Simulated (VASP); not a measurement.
# PrBe3Si (I4mm) in VASP: a series of runs

PrBe3Si is run at these levels: PBE; tasks: single point.

Program: VASP 6.6.1. These are calculated values, not measurements. Logs are shortened: lines on timing, memory, paths and dates and some standing lists are left out, and cuts for length are marked.

## Step 1: The cell of the first run

It takes space group I4mm (No. 107, tetragonal). The conventional cell has a = 4.007 Å, b = 4.007 Å, c = 9.707 Å, α = 90.00°, β = 90.00°, γ = 90.00°. Pr (site symmetry 4mm) has 13 Be at 3.07 to 3.66 Å and 5 Si at 3.09 to 3.63 Å and 4 Pr at 4.01 Å within 4.1 Å. Be (site symmetry 4mm) has 4 Be at 2.32 Å and 1 Si at 2.42 Å and 4 Pr at 3.07 Å within 3.1 Å. Within 3.2 Å of Be (site symmetry 2mm) lie 6 Be at 2.32 to 2.83 Å and 2 Si at 2.37 Å and 4 Pr at 3.10 to 3.19 Å. Within 3.1 Å of Si (site symmetry 4mm) lie 5 Be at 2.37 to 2.42 Å and 4 Pr at 3.09 Å.

## Step 2: Single point, PBE (15.58 Å³/atom)

INCAR

```
SYSTEM = PrBe3Si
PREC = Accurate
ENCUT = 600
EDIFF = 1E-6
ISMEAR = 0
SIGMA = 0.1
LREAL = .False.
LASPH = .True.
NELM = 200
ALGO = Normal
ISIF = 2
LWAVE = .False.
LCHARG = .False.
GGA = PE
NBANDS = 18
GGA_COMPAT = .False.
LMAXMIX = 6
```

KPOINTS

```
regular mesh
0
Gamma
  12 12 12
  0 0 0
```

POSCAR

```
PrBe3Si
1.0
   -2.0032710477      2.0032710477      4.8532713602
    2.0032710477     -2.0032710477      4.8532713602
    2.0032710477      2.0032710477     -4.8532713602
Pr Be Si
1 3 1
Direct
    0.0200540275      0.0200540275      0.0000000000
    0.3969556367      0.3969556367      0.0000000000
    0.2760518652      0.7760518652      0.5000000000
    0.7760518652      0.2760518652      0.5000000000
    0.6458866156      0.6458866156      0.0000000000
```

Potentials or basis: VASP PAW PBE potentials, release 64 (Pr_3, Be, Si), 4f in core.

Command:

```sh
> cat potpaw_PBE.64/Pr_3/POTCAR potpaw_PBE.64/Be/POTCAR potpaw_PBE.64/Si/POTCAR > POTCAR
> mpirun -np 1 vasp_std > vasp.out
```

OUTCAR:

```text
SYSTEM = PrBe3Si
   PREC = Accurate
   ENCUT = 600
   EDIFF = 1E-6
   ISMEAR = 0
   LREAL = .False.
   LASPH = .True.
   NELM = 200
   ISIF = 2
   GGA = PE

 ion  position               nearest neighbor table
   1  0.020  0.020  0.000-   2 3.07   2 3.07   2 3.07   2 3.07   5 3.09   5 3.09   5 3.09   5 3.09
                             3 3.10   4 3.10   3 3.10   4 3.10
   2  0.397  0.397  0.000-   3 2.32   4 2.32   3 2.32   4 2.32   5 2.42   1 3.07   1 3.07   1 3.07
                             1 3.07
   3  0.276  0.776  0.500-   2 2.32   2 2.32   5 2.37   5 2.37   1 3.10   1 3.10
   4  0.776  0.276  0.500-   2 2.32   2 2.32   5 2.37   5 2.37   1 3.10   1 3.10
   5  0.646  0.646  0.000-   3 2.37   4 2.37   3 2.37   4 2.37   2 2.42   1 3.09   1 3.09   1 3.09
                             1 3.09

  LATTYP: Found a body centered tetragonal cell.
 ALAT       =     4.0065420954
 C/A-ratio  =     2.4226733401

  Lattice vectors:

 A1 = (  -2.0032710477,   2.0032710477,   4.8532713602)
 A2 = (   2.0032710477,  -2.0032710477,   4.8532713602)
 A3 = (   2.0032710477,   2.0032710477,  -4.8532713602)

Analysis of symmetry for initial positions (statically):
=====================================================================
 Subroutine PRICEL returns:
 Original cell was already a primitive cell.

 Routine SETGRP: Setting up the symmetry group for a
 body centered tetragonal supercell.

 Subroutine GETGRP returns: Found  8 space group operations
 (whereof  8 operations were pure point group operations)
 out of a pool of 16 trial point group operations.

The static configuration has the point symmetry C_4v.

Analysis of symmetry for dynamics (positions and initial velocities):
=====================================================================
 Subroutine PRICEL returns:
 Original cell was already a primitive cell.

 Routine SETGRP: Setting up the symmetry group for a
 body centered tetragonal supercell.

 Subroutine GETGRP returns: Found  8 space group operations
 (whereof  8 operations were pure point group operations)
 out of a pool of 16 trial point group operations.

The dynamic configuration has the point symmetry C_4v.

 Subroutine INISYM returns: Found  8 space group operations
 (whereof  8 operations are pure point group operations),
 and found     1 'primitive' translations

----------------------------------------------------------------------------------------

                                     Primitive cell

  volume of cell :      77.9066

  direct lattice vectors                    reciprocal lattice vectors
    -2.003271048  2.003271048  4.853271360     0.000000000  0.249591787  0.103023294
     2.003271048 -2.003271048  4.853271360     0.249591787  0.000000000  0.103023294
     2.003271048  2.003271048 -4.853271360     0.249591787  0.249591787  0.000000000

  length of vectors
     5.619647024  5.619647024  5.619647024     0.270018257  0.270018257  0.352976090

  position of ions in fractional coordinates (direct lattice)
     0.020054028  0.020054028  0.000000000
     0.396955637  0.396955637  0.000000000
     0.276051865  0.776051865  0.500000000
     0.776051865  0.276051865  0.500000000
     0.645886616  0.645886616  0.000000000

  ion indices of the primitive-cell ions
   primitive index   ion index
                 1           1
                 2           2
                 3           3
                 4           4
                 5           5

----------------------------------------------------------------------------------------

 KPOINTS: regular mesh

Automatic generation of k-mesh.
 Grid dimensions read from file:
 generate k-points for:   12   12   12

 Generating k-lattice:

  Cartesian coordinates                     Fractional coordinates (reciprocal lattice)
     0.000000000  0.020799316  0.008585274     0.083333333  0.000000000 -0.000000000
     0.020799316  0.000000000  0.008585274     0.000000000  0.083333333 -0.000000000
     0.020799316  0.020799316  0.000000000     0.000000000  0.000000000  0.083333333

  Length of vectors
[... 48 lines left out ...]
  ---------------------------------------------------
  free energy    TOTEN  =       -22.56344684 eV

  energy without entropy =      -22.55521016  energy(sigma->0) =      -22.55932850

 E-fermi :   4.8721     XC(G=0): -10.1526

 val. band max:        4.8487144161   @ k =  -0.3333  -0.4167   0.2500
 cond. band min:       4.8821705689   @ k =  -0.1667  -0.4167   0.0833
 fundamental gap:      0.0334561527
 Fermi energy:         4.8720515829

 k-point     1 :       0.0000    0.0000    0.0000
  band No.  band energies     occupation
      1     -30.6181      2.00000
      2     -12.7655      2.00000
      3     -12.5164      2.00000
      4     -12.5164      2.00000
      5      -4.4351      2.00000
      6       0.8094      2.00000
[... 10 lines left out ...]
     17      10.4841      0.00000
     18      10.4841      0.00000

 k-point     2 :       0.0833   -0.0000    0.0000
  band No.  band energies     occupation
      1     -30.6167      2.00000
      2     -12.7636      2.00000
      3     -12.5453      2.00000
      4     -12.5136      2.00000
      5      -4.3628      2.00000
      6       0.7594      2.00000
[... 10 lines left out ...]
     17      10.3575      0.00000
     18      10.6048      0.00000

 k-point     3 :       0.1667   -0.0000    0.0000
  band No.  band energies     occupation
      1     -30.6129      2.00000
      2     -12.7587      2.00000
      3     -12.6226      2.00000
      4     -12.5060      2.00000
      5      -4.1574      2.00000
      6       0.5601      2.00000
[... 10 lines left out ...]
     17      10.0168      0.00000
     18      10.6615      0.00000

 k-point     4 :       0.2500   -0.0000    0.0000
  band No.  band energies     occupation
      1     -30.6078      2.00000
      2     -12.7560      2.00000
      3     -12.7206      2.00000
      4     -12.4955      2.00000
      5      -3.8518      2.00000
      6       0.1948      2.00000
[... 375 lines left out ...]
      4     -12.5715      2.00000
      5      -3.0670      2.00000
      6      -0.3802      2.00000
[... 10 lines left out ...]
     17      10.3412      0.00000
     18      10.8512      0.00000

 k-point    23 :       0.5000    0.1667    0.0000
  band No.  band energies     occupation
      1     -30.5927      2.00000
      2     -12.9014      2.00000
      3     -12.7208      2.00000
      4     -12.5676      2.00000
      5      -3.0080      2.00000
      6      -0.4633      2.00000
[... 10 lines left out ...]
     17       9.9668      0.00000
     18      10.9179      0.00000

 k-point    24 :      -0.4167    0.1667   -0.0000
  band No.  band energies     occupation
      1     -30.5941      2.00000
      2     -12.8762      2.00000
      3     -12.7200      2.00000
      4     -12.5708      2.00000
      5      -3.1537      2.00000
      6      -0.3120      2.00000
[... 10 lines left out ...]
     17      10.1190      0.00000
     18      11.1688      0.00000

 [... further k-points ...]
[... 5 lines left out ...]
  --------------------------------------------------------------------------------------
  -------------------------------------------------------------------------------------
  Total       -2.3381113     -2.3381113     -2.3727743      0.0000000      0.0000000      0.0000000
  in kB      -48.0841300    -48.0841300    -48.7969882      0.0000000      0.0000000      0.0000000
  external PRESSURE =     -48.3217494 kB  Pullay stress =       0.0000000 kB

 VOLUME and BASIS-vectors are now :
 -----------------------------------------------------------------------------
  energy-cutoff  :      600.00
  volume of cell :       77.91
      direct lattice vectors                 reciprocal lattice vectors
    -2.003271048  2.003271048  4.853271360     0.000000000  0.249591787  0.103023294
     2.003271048 -2.003271048  4.853271360     0.249591787  0.000000000  0.103023294
     2.003271048  2.003271048 -4.853271360     0.249591787  0.249591787  0.000000000

 POSITION                                       TOTAL-FORCE (eV/Angst)
 -----------------------------------------------------------------------------------
      0.00000      0.00000      0.19466        -0.000000     -0.000000      0.013607
      0.00000      0.00000      3.85307         0.000000      0.000000     -0.004280
      2.00327      0.00000      2.67951         0.000000      0.000000     -0.006035
      0.00000      2.00327      2.67951         0.000000      0.000000     -0.006035
      0.00000      0.00000      6.26933         0.000000      0.000000      0.002744
 -----------------------------------------------------------------------------------
    total drift:                               -0.000000     -0.000000     -0.000113

  FREE ENERGIE OF THE ION-ELECTRON SYSTEM (eV)
  ---------------------------------------------------
  free  energy   TOTEN  =       -22.5634468446 eV

  energy  without entropy=      -22.5552101613  energy(sigma->0) =      -22.55932850
```

It took 4.9 min on 1 thread of Intel Xeon Platinum 8559C (Emerald Rapids), shared host; peak memory 0.53 GiB.

Results:

```yaml
Free_energy: -22.5634 eV
Pressure: -4.8 GPa
Largest_force: 0.014 eV/Å
Band_gap_on_the_k_mesh: zero (an odd number of electrons rules out a gap without spin polarisation)
```

Forces in eV/Å, atoms in the order of the input:
```
Pr   0.000  0.000  0.014
Be   0.000  0.000 -0.004
Be   0.000  0.000 -0.006
Be   0.000  0.000 -0.006
Si   0.000  0.000  0.003
```

Levels at points of the mesh, in eV from the Fermi level:
```tsv
k point	band 7	band 8	band 9	band 10	band 11	band 12	band 13	band 14	band 15	band 16
(0.00, 0.00, 0.00)	-2.91	-2.15	-2.15	-0.78	1.58	1.58	2.10	2.77	3.33	5.35
(0.50, 0.00, 0.00)	-3.09	-3.00	-1.57	0.13	0.59	0.74	1.69	2.75	3.99	4.87
(0.50, 0.50, 0.00)	-3.88	-3.72	-2.85	-1.62	-0.99	3.09	4.06	4.32	5.35	5.45
(0.50, 0.50, 0.50)	-1.69	-1.69	-1.03	0.34	1.13	1.56	1.56	3.44	3.50	4.07
```

Caveat: the cell stands under tension; spin-orbit coupling is left out, which moves the levels of the heavy elements; the 4f electrons are frozen in the core, so they carry no moment and show no levels.

## Step 3: Single point, PBE (16.17 Å³/atom)

This run uses another cell than the first one, of 16.17 Å³/atom.

INCAR

```
PREC     = Accurate       # precision mode
ENCUT    = 600            # plane-wave cutoff, eV
EDIFF    = 1E-6           # SCF threshold, eV
ISMEAR   = 0              # smearing method
SIGMA    = 0.1            # smearing width, eV
LREAL    = F              # projectors in reciprocal space
LASPH    = T              # aspherical terms in the spheres
NELM     = 200            # most SCF steps
ALGO     = Normal         # electronic algorithm
ISIF     = 2              # what is computed and relaxed
LWAVE    = F              # write WAVECAR
LCHARG   = F              # write CHGCAR
GGA      = PE             # functional
NBANDS   = 18             # bands
GGA_COMPAT= F            
LMAXMIX  = 6              # l up to which the mixer works
```

KPOINTS

```
Automatic mesh
0
Gamma
  12 12 12
```

POSCAR

```
PrBe3Si
1.0
   -2.0238406012      2.0238406012      4.9345575101
    2.0238406012     -2.0238406012      4.9345575101
    2.0238406012      2.0238406012     -4.9345575101
Pr Be Si
1 3 1
Direct
    0.0198622074      0.0198622074      0.0000000000
    0.3977920831      0.3977920831      0.0000000000
    0.2758261969      0.7758261969      0.5000000000
    0.7758261969      0.2758261969      0.5000000000
    0.6456933259      0.6456933259      0.0000000000
```

Potentials or basis: VASP PAW PBE potentials, release 64 (Pr_3, Be, Si), 4f in core.

Command:

```sh
> cat potpaw_PBE.64/Pr_3/POTCAR potpaw_PBE.64/Be/POTCAR potpaw_PBE.64/Si/POTCAR > POTCAR
> mpirun -np 1 vasp_std > vasp.out
```

Run time: 5.2 min. Hardware: 1 thread of Intel Xeon Platinum 8559C (Emerald Rapids), shared host; peak memory 0.54 GiB.

It converged, with:

```
Free energy            : -22.4499 eV
Pressure               : -7.4 GPa
Largest force          : 0.009 eV/Å
Band gap on the k mesh : zero (an odd number of electrons rules out a gap without spin polarisation)
```

Forces on the atoms (eV/Å):
```
Pr   0.000  0.000  0.007
Be   0.000  0.000 -0.009
Be   0.000  0.000 -0.003
Be   0.000  0.000 -0.003
Si   0.000  0.000  0.009
```

Stress tensor (GPa, compression positive):
```
-7.39  0.00  0.00
 0.00 -7.39  0.00
 0.00  0.00 -7.51
```

Levels at points of the mesh, in eV from the Fermi level:
```
           k point  band 9  band 10  band 11  band 12  band 13  band 14
(0.00, 0.00, 0.00)   -2.07    -0.72     1.52     1.52     2.00     2.67
(0.50, 0.00, 0.00)   -1.51     0.14     0.53     0.76     1.67     2.62
(0.50, 0.50, 0.00)   -2.78    -1.60    -1.04     2.89     3.82     4.15
(0.50, 0.50, 0.50)   -0.98     0.27     1.07     1.50     1.50     3.38
```

Caveat: the cell stands under tension; spin-orbit coupling is left out, which moves the levels of the heavy elements; the 4f electrons are frozen in the core, so they carry no moment and show no levels.

## Step 4: Single point, PBE

This run uses another cell than the first one, of 14.67 Å³/atom.

INCAR

```
SYSTEM = PrBe3Si
ALGO = Normal ; EDIFF = 1E-6
ENCUT = 600 ; GGA = PE
GGA_COMPAT = .False. ; ISIF = 2
ISMEAR = 0 ; LASPH = .True.
LCHARG = .False. ; LMAXMIX = 6
LREAL = .False. ; LWAVE = .False.
NBANDS = 18 ; NELM = 200
PREC = Accurate ; SIGMA = 0.2
```

KPOINTS

```
k-points
0
Gamma
  6 6 6
  0 0 0
```

POSCAR

```
PrBe3Si
1.0
   -1.9690950132      1.9690950132      4.7300143167
    1.9690950132     -1.9690950132      4.7300143167
    1.9690950132      1.9690950132     -4.7300143167
Pr Be Si
1 3 1
Direct
    0.0204649942      0.0204649942      0.0000000000
    0.3963673228      0.3963673228      0.0000000000
    0.2764205651      0.7764205651      0.5000000000
    0.7764205651      0.2764205651      0.5000000000
    0.6453265629      0.6453265629      0.0000000000
```

Command:

```sh
> cat potpaw_PBE.64/Pr_3/POTCAR potpaw_PBE.64/Be/POTCAR potpaw_PBE.64/Si/POTCAR > POTCAR
> mpirun -np 1 vasp_std > vasp.out
```

Wall time 42 s (1 thread of Intel Xeon 6975P-C (Granite Rapids), shared host); peak memory 0.33 GiB.

The run converged. Its results:

```
Free energy            : -22.6572 eV
Pressure               : 0.4 GPa
Largest force          : 0.034 eV/Å
Band gap on the k mesh : zero (an odd number of electrons rules out a gap without spin polarisation)
```

Forces in eV/Å, atoms in the order of the input:
```
Pr   0.000  0.000  0.034
Be   0.000  0.000 -0.024
Be   0.000  0.000 -0.001
Be   0.000  0.000 -0.001
Si   0.000  0.000 -0.008
```

Stress tensor (GPa, compression positive):
```
0.33 0.00 0.00
0.00 0.33 0.00
0.00 0.00 0.47
```

Levels at points of the mesh, in eV from the Fermi level:
```csv
k point,band 8,band 9,band 10,band 11,band 12,band 13,band 14,band 15
"(0.00, 0.00, 0.00)",-2.33,-2.33,-0.95,1.62,1.62,2.23,2.93,3.41
"(0.50, 0.00, 0.00)",-3.11,-1.72,0.07,0.62,0.68,1.67,2.91,4.20
"(0.50, 0.50, 0.00)",-3.78,-3.02,-1.72,-0.95,3.37,4.40,4.53,5.73
"(0.50, 0.50, 0.50)",-1.79,-1.17,0.37,1.19,1.61,1.61,3.50,3.62
```

Caveat: spin-orbit coupling is left out, which moves the levels of the heavy elements; the 4f electrons are frozen in the core, so they carry no moment and show no levels.

## Step 5: Single point, PBE

This run uses another cell than the first one, of 14.67 Å³/atom.

INCAR

```
SYSTEM = PrBe3Si
PREC     = Accurate       ! precision mode
ENCUT    = 600            ! plane-wave cutoff, eV
EDIFF    = 1E-6           ! SCF threshold, eV
ISMEAR   = 0              ! smearing method
SIGMA    = 0.1            ! smearing width, eV
LREAL    = .False.        ! projectors in reciprocal space
LASPH    = .True.         ! aspherical terms in the spheres
NELM     = 200            ! most SCF steps
ALGO     = Normal         ! electronic algorithm
ISIF     = 2              ! what is computed and relaxed
LWAVE    = .False.        ! write WAVECAR
LCHARG   = .False.        ! write CHGCAR
GGA      = PE             ! functional
NBANDS   = 18             ! bands
GGA_COMPAT= .False.      
LMAXMIX  = 6              ! l up to which the mixer works
```

KPOINTS

```
regular mesh
0
Gamma
  6 6 6
  0 0 0
```

POSCAR is that of step 4.

Command:

```sh
> cat potpaw_PBE.64/Pr_3/POTCAR potpaw_PBE.64/Be/POTCAR potpaw_PBE.64/Si/POTCAR > POTCAR
> mpirun -np 1 vasp_std > vasp.out
```

Run time: 43 s. Hardware: 1 thread of Intel Xeon 6975P-C (Granite Rapids), shared host; peak memory 0.34 GiB.

It converged, with:

* Free energy: -22.6471 eV
* Pressure: 0.4 GPa
* Largest force: 0.038 eV/Å
* Band gap on the k mesh: zero (an odd number of electrons rules out a gap without spin polarisation)

Forces in eV/Å, atoms in the order of the input:
```
Pr   0.000  0.000  0.038
Be   0.000  0.000 -0.025
Be   0.000  0.000  0.007
Be   0.000  0.000  0.007
Si   0.000  0.000 -0.028
```

Stress tensor (GPa, compression positive):
```
0.41 0.00 0.00
0.00 0.41 0.00
0.00 0.00 0.30
```

Levels at points of the mesh, in eV from the Fermi level:
```tsv
k point	band 7	band 8	band 9	band 10	band 11	band 12	band 13	band 14	band 15	band 16
(0.00, 0.00, 0.00)	-2.90	-2.36	-2.36	-0.97	1.59	1.59	2.20	2.90	3.39	5.62
(0.50, 0.00, 0.00)	-3.16	-3.14	-1.74	0.04	0.60	0.65	1.64	2.88	4.17	5.07
(0.50, 0.50, 0.00)	-4.06	-3.81	-3.05	-1.75	-0.97	3.34	4.37	4.50	5.70	5.70
(0.50, 0.50, 0.50)	-1.82	-1.82	-1.20	0.34	1.16	1.58	1.58	3.47	3.60	4.41
```

Caveat: spin-orbit coupling is left out, which moves the levels of the heavy elements; the 4f electrons are frozen in the core, so they carry no moment and show no levels. Spin polarisation is off, so any magnetic state and its effect on volume and gap are missing.

## Step 6: Summary

| cell | k mesh | smearing | gap on the mesh (eV) | pressure (GPa) | largest force (eV/Å) |
| --- | --- | --- | --- | --- | --- |
| a = 5.620 Å, angles 138.2, 138.2, 60.5°, 5 atoms, atomic positions A | 12 × 12 × 12 | gaussian 0.1 eV | none | -4.8 | 0.01 |
| a = 5.705 Å, angles 138.4, 138.4, 60.2°, 5 atoms, atomic positions B | 12 × 12 × 12 | gaussian 0.1 eV | none | -7.4 | 0.01 |
| a = 5.489 Å, angles 138.0, 138.0, 61.0°, 5 atoms, atomic positions C | 6 × 6 × 6 | gaussian 0.2 eV | none | 0.4 | 0.03 |
| a = 5.489 Å, angles 138.0, 138.0, 61.0°, 5 atoms, atomic positions C | 6 × 6 × 6 | gaussian 0.1 eV | none | 0.4 | 0.04 |

Alike in all rows: task single point; level PBE; potentials or basis VASP PAW PBE potentials, release 64 (Pr_3, Be, Si), 4f in core; no spin polarisation; cutoff (eV) 600.

Caveats: spin-orbit coupling is left out, which moves the levels of the heavy elements; the 4f electrons are frozen in the core, so they carry no moment and show no levels; the cell stands under tension (at least some runs).

Absolute energies hang on the potentials; compare differences alone.

The gap in the log of VASP goes by the Fermi energy; the results here count the filled bands.